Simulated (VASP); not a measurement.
# LiF (P4/mmm) in VASP: notebook, part 2 of 2

VASP 6.6.1. The steps go on from the part before.

## 3. Single point, PBE (strain +0.080 along x and y, -0.080 along z)

The input, INCAR:

```
ALGO = Normal
EDIFF = 1E-7
ENCUT = 520
GGA = PE
ISIF = 2
ISMEAR = 0
LASPH = T
LCHARG = F
LREAL = F
LWAVE = F
NBANDS = 12
NELM = 100
PREC = Accurate
SIGMA = 0.05
```

The input, KPOINTS:

```
k-points
0
Gamma
  10 10 10
```

The input, POSCAR:

```
LiF
1.0
    2.7642956400      0.0000000000      0.0000000000
    0.0000000000      2.7642956400      0.0000000000
    0.0000000000      0.0000000000      2.3547703600
Li F
1 1
Direct
    0.0000000000      0.0000000000      0.0000000000
    0.5000000000      0.5000000000      0.5000000000
```

Potentials or basis: VASP PAW PBE potentials, release 64 (Li_sv, F).

On the command line:

```
$ cat potpaw_PBE.64/Li_sv/POTCAR potpaw_PBE.64/F/POTCAR > POTCAR
$ mpirun -np 1 vasp_std > vasp.out
```

OUTCAR:

```text
EDIFF = 1E-7
   ENCUT = 520
   GGA = PE
   ISIF = 2
   ISMEAR = 0
   LASPH = T
   LREAL = F
   NELM = 100
   PREC = Accurate

 ion  position               nearest neighbor table
   1  0.000  0.000  0.000-
   2  0.500  0.500  0.500-

  LATTYP: Found a simple tetragonal cell.
 ALAT       =     2.7642956400
 C/A-ratio  =     0.8518518519

  Lattice vectors:

 A1 = (   2.7642956400,   0.0000000000,   0.0000000000)
 A2 = (   0.0000000000,   2.7642956400,   0.0000000000)
 A3 = (   0.0000000000,   0.0000000000,   2.3547703600)

Analysis of symmetry for initial positions (statically):
=====================================================================
 Subroutine PRICEL returns:
 Original cell was already a primitive cell.

 Routine SETGRP: Setting up the symmetry group for a
 simple tetragonal supercell.

 Subroutine GETGRP returns: Found 16 space group operations
 (whereof 16 operations were pure point group operations)
 out of a pool of 16 trial point group operations.

The static configuration has the point symmetry D_4h.

Analysis of symmetry for dynamics (positions and initial velocities):
=====================================================================
 Subroutine PRICEL returns:
 Original cell was already a primitive cell.

 Routine SETGRP: Setting up the symmetry group for a
 simple tetragonal supercell.

 Subroutine GETGRP returns: Found 16 space group operations
 (whereof 16 operations were pure point group operations)
 out of a pool of 16 trial point group operations.

The dynamic configuration has the point symmetry D_4h.

 Subroutine INISYM returns: Found 16 space group operations
 (whereof 16 operations are pure point group operations),
 and found     1 'primitive' translations

----------------------------------------------------------------------------------------

                                     Primitive cell

[... 118 lines left out ...]
   IVDW    =     0    specifies the selected vdW correction
   LEPSILON=     F    determine dielectric tensor
   LRPA    =     F    only Hartree local field effects (RPA)
 non-spin polarized calculation
 Gauss-broadening in eV      SIGMA  =   0.05
  energy-cutoff  :      520.00
  volume of cell :       17.99
 maximum number of plane-waves:       505
 NGX is ok and might be reduce to    24
   NGX = 11   NGY = 11   NGZ =  9

 number of electron      10.0000000 magnetization

 Free energy of the ion-electron system (eV)
  ---------------------------------------------------
  ext. energy  EPLUGINS =         0.00000000
  ---------------------------------------------------
  free energy    TOTEN  =        -8.78443437 eV

  energy without entropy =       -8.78443437  energy(sigma->0) =       -8.78443437

 E-fermi :   0.9209     XC(G=0):  -9.5976

 val. band max:        0.5763136332   @ k =   0.5000   0.5000   0.0000
 cond. band min:       6.3824932164   @ k =   0.0000   0.0000   0.0000
 fundamental gap:      5.8061795832
 Fermi energy:         0.9209318261

 k-point     1 :       0.0000    0.0000    0.0000
  band No.  band energies     occupation
      1     -43.5325      2.00000
      2     -20.8381      2.00000
      3      -1.3812      2.00000
      4      -1.3812      2.00000
      5       0.2816      2.00000
      6       6.3825      0.00000
      7      16.2184      0.00000
      8      18.1011      0.00000
      9      18.1011      0.00000
     10      20.5075      0.00000
     11      22.9991      0.00000
     12      32.6556      0.00000
[... 331 lines left out ...]
 k-point    24 :       0.2000    0.0000    0.1000
  band No.  band energies     occupation
      1     -43.5167      2.00000
      2     -20.6733      2.00000
      3      -2.2277      2.00000
      4      -1.2080      2.00000
      5      -0.1234      2.00000
      6       7.4560      0.00000
      7      14.0035      0.00000
      8      17.7997      0.00000
      9      18.8029      0.00000
     10      22.2102      0.00000
     11      25.9181      0.00000
     12      30.8226      0.00000

 [... further k-points ...]

------------------------ aborting loop because EDIFF is reached ----------------------------------------

  FORCE on cell =-STRESS in cart. coord.  units (eV):
  Direction    XX          YY          ZZ          XY          YZ          ZX
  --------------------------------------------------------------------------------------
  -------------------------------------------------------------------------------------
  Total       -1.8828590     -1.8828590      2.8617027      0.0000000     -0.0000000      0.0000000
  in kB     -167.6528151   -167.6528151    254.8106431      0.0000000     -0.0000000      0.0000000
  external PRESSURE =     -26.8316623 kB  Pullay stress =       0.0000000 kB

 VOLUME and BASIS-vectors are now :
 -----------------------------------------------------------------------------
  energy-cutoff  :      520.00
  volume of cell :       17.99
      direct lattice vectors                 reciprocal lattice vectors
     2.764295640  0.000000000  0.000000000     0.361755807  0.000000000  0.000000000
     0.000000000  2.764295640  0.000000000     0.000000000  0.361755807  0.000000000
     0.000000000  0.000000000  2.354770360     0.000000000  0.000000000  0.424669860

 POSITION                                       TOTAL-FORCE (eV/Angst)
 -----------------------------------------------------------------------------------
      0.00000      0.00000      0.00000         0.000000      0.000000      0.000000
      1.38215      1.38215      1.17739         0.000000      0.000000      0.000000
 -----------------------------------------------------------------------------------
    total drift:                                0.000000     -0.000000     -0.000000

  FREE ENERGIE OF THE ION-ELECTRON SYSTEM (eV)
  ---------------------------------------------------
  free  energy   TOTEN  =        -8.7844343677 eV

  energy  without entropy=       -8.7844343677  energy(sigma->0) =       -8.78443437
```

Run time: 27 s. Hardware: 1 thread of AMD EPYC 7R43 (Zen 3), shared host; peak memory 0.1 GiB.

Results:

| Quantity | Value |
| --- | --- |
| Free energy | -8.7844 eV |
| Band gap on the k mesh | 5.81 eV, indirect (least direct gap 6.10 eV) |

Levels at points of the mesh, in eV from the valence-band top:
```tsv
k point	band 3	band 4	band 5	band 6	band 7	band 8
(0.00, 0.00, 0.00)	-1.96	-1.96	-0.29	5.81	15.64	17.52
(0.50, 0.00, 0.00)	-4.26	-1.62	-0.13	7.78	11.52	16.23
(0.50, 0.50, 0.00)	-4.04	-4.04	0.00	11.02	11.90	11.90
(0.00, 0.00, 0.50)	-4.28	-1.26	-1.26	7.22	13.59	18.07
(0.50, 0.00, 0.50)	-3.97	-3.36	-1.07	10.92	12.48	13.24
(0.50, 0.50, 0.50)	-3.31	-2.62	-2.62	9.15	10.54	10.54
```

Caveat: the cell differs from its parent crystal (strain +0.080 along x and y, -0.080 along z); the cutoff is under 1.25 times the usual one of these potentials, so pressure, stress and relaxed cells hold a basis-set (Pulay) error. A k mesh can miss the band edges.

## 4. Single point, PBE (strain +0.080 along x and y, -0.040 along z)

The input, INCAR:

```
PREC     = Accurate       # precision mode
ENCUT    = 520            # plane-wave cutoff, eV
EDIFF    = 1E-7           # SCF threshold, eV
ISMEAR   = 0              # smearing method
SIGMA    = 0.05           # smearing width, eV
LREAL    = F              # projectors in reciprocal space
LASPH    = T              # aspherical terms in the spheres
NELM     = 60             # most SCF steps
ALGO     = Normal         # electronic algorithm
ISIF     = 2              # what is computed and relaxed
LWAVE    = F              # write WAVECAR
LCHARG   = T              # write CHGCAR
GGA      = PE             # functional
LELF     = T              # ELF
LVHAR    = T            
NBANDS   = 12             # bands
```

The input, KPOINTS:

```
regular mesh
0
Gamma
  10 10 10
```

Changes to POSCAR since step 3:

```diff
@@ -4,3 +4,3 @@
     0.0000000000      2.7642956400      0.0000000000
-    0.0000000000      0.0000000000      2.3547703600
+    0.0000000000      0.0000000000      2.4571516800
 Li F
```

On the command line:

```
$ cat potpaw_PBE.64/Li_sv/POTCAR potpaw_PBE.64/F/POTCAR > POTCAR
$ mpirun -np 1 vasp_std > vasp.out
```

It took 28 s on 1 thread of AMD EPYC 7R43 (Zen 3), shared host; peak memory 0.1 GiB.

Results (log left out):

```
Free energy            : -8.8796 eV
Band gap on the k mesh : 5.94 eV, indirect (least direct gap 6.27 eV)
```

Levels at points of the mesh, in eV from the valence-band top:
```csv
k point,band 2,band 3,band 4,band 5,band 6,band 7,band 8,band 9
"(0.00, 0.00, 0.00)",-20.94,-1.48,-1.48,-0.34,5.94,16.21,17.87,17.87
"(0.50, 0.00, 0.00)",-20.66,-3.77,-1.15,-0.14,7.99,11.65,16.87,21.11
"(0.50, 0.50, 0.00)",-20.35,-3.49,-3.49,0.00,11.31,12.03,12.03,18.79
"(0.00, 0.00, 0.50)",-20.31,-3.76,-0.93,-0.93,7.52,13.16,18.16,18.16
"(0.50, 0.00, 0.50)",-20.01,-3.43,-3.04,-0.73,11.29,12.40,12.99,17.09
"(0.50, 0.50, 0.50)",-19.77,-2.75,-2.31,-2.31,9.57,10.58,10.58,21.09
```

Caveat: the cell differs from its parent crystal (strain +0.080 along x and y, -0.040 along z); the cutoff is under 1.25 times the usual one of these potentials, so pressure, stress and relaxed cells hold a basis-set (Pulay) error. A k mesh can miss the band edges.

## 5. The runs side by side

| cell | gap on the mesh (eV) |
| --- | --- |
| a = 2.662, b = 2.662, c = 2.355 Å, 2 atoms | 6.69 |
| a = 2.764, b = 2.764, c = 2.355 Å, 2 atoms | 5.81 |
| a = 2.764, b = 2.764, c = 2.457 Å, 2 atoms | 5.94 |

Alike in all rows: task single point; level PBE; potentials or basis VASP PAW PBE potentials, release 64 (Li_sv, F); no spin polarisation; k mesh 10 × 10 × 10; cutoff (eV) 520; smearing gaussian 0.05 eV.

Caveats: the cutoff is under 1.25 times the usual one of these potentials, so pressure, stress and relaxed cells hold a basis-set (Pulay) error.

Absolute energies hang on the potentials; compare differences alone.
